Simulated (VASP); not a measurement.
# H (I4/mmm) in VASP: settings compared, part 3 of 3

VASP 6.6.1. Earlier steps stand in the parts before.

**6. Relaxation of cell and atoms, RPBE**

This run uses another cell than the first one, of 11.78 Å³/atom, 0.755 times its volume.

Input file INCAR:

```
PREC = Accurate ; ENCUT = 600
EDIFF = 1E-6 ; ISMEAR = -1
SIGMA = 0.05 ; LREAL = F
LASPH = T ; NELM = 60
ALGO = Normal ; ISIF = 3
LWAVE = F ; LCHARG = F
GGA = RP ; IBRION = 2
NSW = 60 ; EDIFFG = -0.01
```

Input file KPOINTS:

```
regular mesh
0
Gamma
  11 11 11
```

Input file POSCAR:

```
H
1.0
   -1.6915344700      1.6915344700      2.0584739900
    1.6915344700     -1.6915344700      2.0584739900
    1.6915344700      1.6915344700     -2.0584739900
H
2
Direct
    0.0901377100      0.0901377100      0.0000000000
    0.9098622900      0.9098622900      0.0000000000
```

Potentials or basis: VASP PAW PBE potentials, release 64 (H).

Launch:

```console
$ cat potpaw_PBE.64/H/POTCAR > POTCAR
$ mpirun -np 1 vasp_std > vasp.out
```

OUTCAR:

```text
PREC = Accurate
   ENCUT = 600
   EDIFF = 1E-6
   ISMEAR = -1
   LREAL = F
   LASPH = T
   NELM = 60
   ISIF = 3
   GGA = RP
   IBRION = 2
   NSW = 60
   EDIFFG = -0.01

 ion  position               nearest neighbor table
   1  0.090  0.090  0.000-   2 0.74
   2  0.910  0.910  0.000-   1 0.74

  LATTYP: Found a body centered tetragonal cell.
 ALAT       =     3.3830689400
 C/A-ratio  =     1.2169270130

  Lattice vectors:

 A1 = (  -1.6915344700,   1.6915344700,   2.0584739900)
 A2 = (   1.6915344700,  -1.6915344700,   2.0584739900)
 A3 = (   1.6915344700,   1.6915344700,  -2.0584739900)

Analysis of symmetry for initial positions (statically):
=====================================================================
 Subroutine PRICEL returns:
 Original cell was already a primitive cell.

 Routine SETGRP: Setting up the symmetry group for a
 body centered tetragonal supercell.

 Subroutine GETGRP returns: Found 16 space group operations
 (whereof 16 operations were pure point group operations)
 out of a pool of 16 trial point group operations.

The static configuration has the point symmetry D_4h.

Analysis of symmetry for dynamics (positions and initial velocities):
=====================================================================
 Subroutine PRICEL returns:
 Original cell was already a primitive cell.

 Routine SETGRP: Setting up the symmetry group for a
 body centered tetragonal supercell.

 Subroutine GETGRP returns: Found 16 space group operations
 (whereof 16 operations were pure point group operations)
 out of a pool of 16 trial point group operations.

The dynamic configuration has the point symmetry D_4h.

 Subroutine INISYM returns: Found 16 space group operations
 (whereof 16 operations are pure point group operations),
 and found     1 'primitive' translations

[... 136 lines left out ...]

 Free energy of the ion-electron system (eV)
  ---------------------------------------------------
  ext. energy  EPLUGINS =         0.00000000
  ---------------------------------------------------
  free energy    TOTEN  =        -6.98074778 eV

  energy without entropy =       -6.98074778  energy(sigma->0) =       -6.98074778

------------------------ aborting loop because EDIFF is reached ----------------------------------------

  FORCE on cell =-STRESS in cart. coord.  units (eV):
  Direction    XX          YY          ZZ          XY          YZ          ZX
  --------------------------------------------------------------------------------------
  -------------------------------------------------------------------------------------
  Total        0.1420091      0.1420091      0.1762451      0.0000000      0.0000000      0.0000000
  in kB        9.6573878      9.6573878     11.9856245      0.0000000      0.0000000      0.0000000
  external PRESSURE =      10.4334667 kB  Pullay stress =       0.0000000 kB
[... 89 lines left out ...]
  FREE ENERGIE OF THE ION-ELECTRON SYSTEM (eV)
  ---------------------------------------------------
  free  energy   TOTEN  =        -6.9817591048 eV

  energy  without entropy=       -6.9817591047  energy(sigma->0) =       -6.98175910

[... ionic steps 4 to 12 ...]

--------------------------------------- Ionic step       13  -------------------------------------------

 number of electron       1.9999999 magnetization

------------------------ aborting loop because EDIFF is reached ----------------------------------------
[... 67 lines left out ...]
--------------------------------------- Ionic step       15  -------------------------------------------

 number of electron       1.9999999 magnetization

 Free energy of the ion-electron system (eV)
  ---------------------------------------------------
  ext. energy  EPLUGINS =         0.00000000
  ---------------------------------------------------
  free energy    TOTEN  =        -7.00148961 eV

  energy without entropy =       -7.00148961  energy(sigma->0) =       -7.00148961

 E-fermi :  -7.8899     XC(G=0):  -4.5189

 val. band max:       -8.9015191312   @ k =  -0.4545   0.4545   0.4545
 cond. band min:       0.6119587689   @ k =   0.4545   0.0000  -0.0000
 fundamental gap:      9.5134779001
 Fermi energy:        -7.8898644833

 k-point     1 :       0.0000    0.0000    0.0000
  band No.  band energies     occupation
      1     -10.2549      2.00000
      2       3.3230      0.00000
      3       6.9188      0.00000
      4      12.3375      0.00000
      5      12.3375      0.00000
[... 177 lines left out ...]
 k-point    24 :      -0.1818    0.1818    0.0000
  band No.  band energies     occupation
      1      -9.9847      2.00000
      2       2.8106      0.00000
      3       6.0228      0.00000
      4      10.7002      0.00000
      5      11.2310      0.00000

 [... further k-points ...]

------------------------ aborting loop because EDIFF is reached ----------------------------------------

  FORCE on cell =-STRESS in cart. coord.  units (eV):
  Direction    XX          YY          ZZ          XY          YZ          ZX
  --------------------------------------------------------------------------------------
  -------------------------------------------------------------------------------------
  Total        0.0019249      0.0019249     -0.0046518      0.0000000     -0.0000000      0.0000000
  in kB        0.0977076      0.0977076     -0.2361225      0.0000000     -0.0000000      0.0000000
  external PRESSURE =      -0.0135691 kB  Pullay stress =       0.0000000 kB
[... 17 lines left out ...]
  FREE ENERGIE OF THE ION-ELECTRON SYSTEM (eV)
  ---------------------------------------------------
  free  energy   TOTEN  =        -7.0014896082 eV

  energy  without entropy=       -7.0014896081  energy(sigma->0) =       -7.00148961

 reached required accuracy - stopping structural energy minimisation
```

OSZICAR:

```text
N       E                     dE             d eps       ncg     rms          rms(c)
DAV:   1    -0.709317900222E+01   -0.70932E+01   -0.52758E+02  1265   0.292E+02
DAV:   2    -0.755301932450E+01   -0.45984E+00   -0.45984E+00  1680   0.173E+01
DAV:   3    -0.755411453050E+01   -0.10952E-02   -0.10952E-02  1395   0.860E-01
[... 96 lines left out ...]
       N       E                     dE             d eps       ncg     rms          rms(c)
DAV:   1    -0.700150399857E+01   -0.23030E-04   -0.84167E-04  1265   0.206E-01    0.231E-02
DAV:   2    -0.700149130779E+01    0.12691E-04   -0.10170E-05  1275   0.190E-02    0.125E-02
DAV:   3    -0.700148952923E+01    0.17786E-05   -0.12769E-05  1360   0.162E-02    0.858E-04
DAV:   4    -0.700148960820E+01   -0.78972E-07   -0.11551E-07   680   0.314E-03
  15 F= -.70014896E+01 E0= -.70014896E+01  d E =-.873757E-05
```

CONTCAR:

```text
H
   1.00000000000000
    -1.8696373523281877    1.8696373523281877    2.2574400963823513
     1.8696373523281877   -1.8696373523281877    2.2574400963823513
     1.8696373523281877    1.8696373523281877   -2.2574400963823513
  H
     2
Direct
     0.0826146441580477    0.0826146441580477    0.0000000000000000
     0.9173853558419525    0.9173853558419525    0.0000000000000000

  0.00000000E+00  0.00000000E+00  0.00000000E+00
  0.00000000E+00  0.00000000E+00  0.00000000E+00
```

It took 45 s on 1 thread of Intel Xeon 6975P-C (Granite Rapids), shared host; peak memory 0.15 GiB.

What came out:

```
Free energy                            : -7.0015 eV
Relaxed volume                         : 15.78 Å³/atom
Relaxed cell                           : a = 3.477 Å, b = 3.477 Å, c = 3.477 Å, α = 114.94°, β = 114.94°, γ = 99.02°
Space group after relaxing (to 0.05 Å) : I4/mmm (No. 139)
Energy gained by relaxing              : 10.4 meV/atom
Ionic steps                            : 15
Pressure after relaxing                : 0.0 GPa
Largest force after relaxing           : 0.003 eV/Å
Band gap on the k mesh                 : 9.51 eV, indirect (least direct gap 9.99 eV)
```

Forces on the atoms (eV/Å):
```
H    0.000  0.000 -0.003
H    0.000  0.000  0.003
```

The path:
```csv
step,energy change (eV),largest force (eV/Å),pressure (GPa),volume (Å³)
1,0.0000,0.0391,1.04,23.56
2,-0.0010,0.2019,0.60,23.82
3,-0.0010,0.2240,0.57,23.85
4,-0.0015,0.2208,0.56,23.92
5,-0.0028,0.2129,0.53,24.16
6,-0.0054,0.1960,0.48,24.63
7,-0.0098,0.1580,0.40,25.59
8,-0.0163,0.0676,0.28,27.59
9,-0.0203,0.1733,0.19,31.89
10,-0.0172,0.4249,-0.63,33.56
11,-0.0206,0.0253,-0.01,32.28
12,-0.0207,0.0112,-0.02,32.11
13,-0.0207,0.0305,-0.04,31.61
14,-0.0207,0.0234,-0.03,31.70
15,-0.0207,0.0033,0.00,31.56
```

Final structure:
```yaml
crystal:
  lattice:
    - [-1.86964, 1.86964, 2.25744]
    - [1.86964, -1.86964, 2.25744]
    - [1.86964, 1.86964, -2.25744]
  atoms:
    - { symbol: H, position: [0.08261, 0.08261, 0.00000] }
    - { symbol: H, position: [0.91739, 0.91739, 0.00000] }
```

Levels at points of the mesh, in eV from the valence-band top:
```tsv
k point	band 1	band 2	band 3	band 4	band 5
(0.00, 0.00, 0.00)	-1.35	12.22	15.82	21.24	21.24
```

Caveat: the volume moved by over 15 % at a fixed basis, so the end points are rough; the PAW data sets were made with another functional, which shifts forces and pressure a little. Expect the measured gap to be larger: semilocal functionals such as RPBE lack the derivative discontinuity.

**7. The runs side by side**

```tsv
task	level	potentials or basis	cell	cutoff (eV)	gap on the mesh (eV)	pressure (GPa)	relaxed volume (Å³/atom)
single point	r2SCAN	VASP PAW PBE potentials, release 64 (H)	a = 3.480 Å, angles 116.5, 116.5, 96.2°, 2 atoms	520	10.35	-0.1	-
single point	BLYP	VASP PAW PBE potentials, release 64 (H)	a = 4.443 Å, angles 115.4, 115.4, 98.2°, 2 atoms	520	9.99	-0.1	-
relaxation of cell and atoms	LDA	VASP PAW LDA potentials, release 64 (H)	relaxed from a = 3.156 Å, angles 115.2, 115.2, 98.6°, 2 atoms	600	7.07	0.0	7.69
relaxation of cell and atoms	PBEsol	VASP PAW PBE potentials, release 64 (H)	relaxed from a = 3.156 Å, angles 115.2, 115.2, 98.6°, 2 atoms	600	8.68	0.1	11.81
relaxation of cell and atoms	RPBE	VASP PAW PBE potentials, release 64 (H)	relaxed from a = 3.156 Å, angles 115.2, 115.2, 98.6°, 2 atoms	600	9.51	0.0	15.78
```

Alike in all rows: no spin polarisation; k mesh 11 × 11 × 11; smearing fermi-dirac 0.05 eV.

Caveats: the PAW data sets were made with another functional, which shifts forces and pressure a little (some runs); the volume moved by over 15 % at a fixed basis, so the end points are rough (some runs).

Total energies depend on the potentials used, so only differences within one code and one set of settings carry meaning.
